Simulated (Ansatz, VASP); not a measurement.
Given: the input of a run of VASP 6.6.1 on CoO.

INCAR

```
  PREC = Accurate
  ENCUT = 520
  EDIFF = 1E-6
  ISMEAR = 0
  SIGMA = 0.02
  LREAL = False
  LASPH = True
  NELM = 150
  ALGO = Normal
  ISIF = 2
  LWAVE = False
  LCHARG = True
  ISPIN = 2
  MAGMOM = 2 0
  LORBIT = 11
  LMAXMIX = 4
  GGA = PE
  LELF = True
  LVHAR = True
  NBANDS = 18
```

KPOINTS

```
regular mesh
0
Gamma
  11 11 11
```

POSCAR

```
CoO
1.0
    0.0000000000      2.1315000000      2.1315000000
    2.1315000000      0.0000000000      2.1315000000
    2.1315000000      2.1315000000      0.0000000000
Co O
1 1
Direct
    0.0000000000      0.0000000000      0.0000000000
    0.5000000000      0.5000000000      0.5000000000
```

Potentials or basis: VASP PAW PBE potentials, release 64 (Co, O).

Command:

```bash
$ cat potpaw_PBE.64/Co/POTCAR potpaw_PBE.64/O/POTCAR > POTCAR
$ mpirun -np 1 vasp_std > vasp.out
```

Question: Set up the same calculation for Ansatz 0.2.0. Potentials there: all-electron LAPW, scalar-relativistic.

Answer: As run (the cutoff follows the program's own potentials):

File input.yaml:

```yaml
crystal:
  lattice:
    - [0.0, 2.1315, 2.1315]
    - [2.1315, 0.0, 2.1315]
    - [2.1315, 2.1315, 0.0]
  atoms:
    - { symbol: Co, position: [0.0, 0.0, 0.0], spin: 2.0 }
    - { symbol: O, position: [0.5, 0.5, 0.5] }
kpoints:
  mp_grid: { grid: [11, 11, 11] }
scf:
  occupations: { method: gaussian, width: 0.02 }
hamiltonian:
  xc: pbe
  pseudopotentials: { kind: all_electron, lapw: { basis_error: 0.001 } }
magnetization:
  spin_polarized: true
output:
  forces: true
  stress: true
  eigenvalues: true
```

Potentials or basis: all-electron LAPW, scalar-relativistic.

Launch:

```console
$ ansatz run input.yaml --threads 2 --pin off --max-ram 6144MiB --backend cpu --events-out ev --progress --plain --runs-dir out
```

Both were run:

|  | VASP | Ansatz | Ansatz less VASP |
| --- | --- | --- | --- |
| gap on the k mesh at the Fermi level (eV) | none | none | - |
| pressure (GPa) | -2.4 | -1.7 | +0.75 |
| net moment per atom (μB) | 1.46 | 1.49 | +0.027 |
| size of the moment on the site where the two differ most (μB) | 2.57 | 2.63 | +0.055 |

Site moments also hang on the region over which each program counts them. A gap of «none» marks a metal or a gap that the smearing closes. Ansatz ran all-electron here, and VASP with PAW potentials.
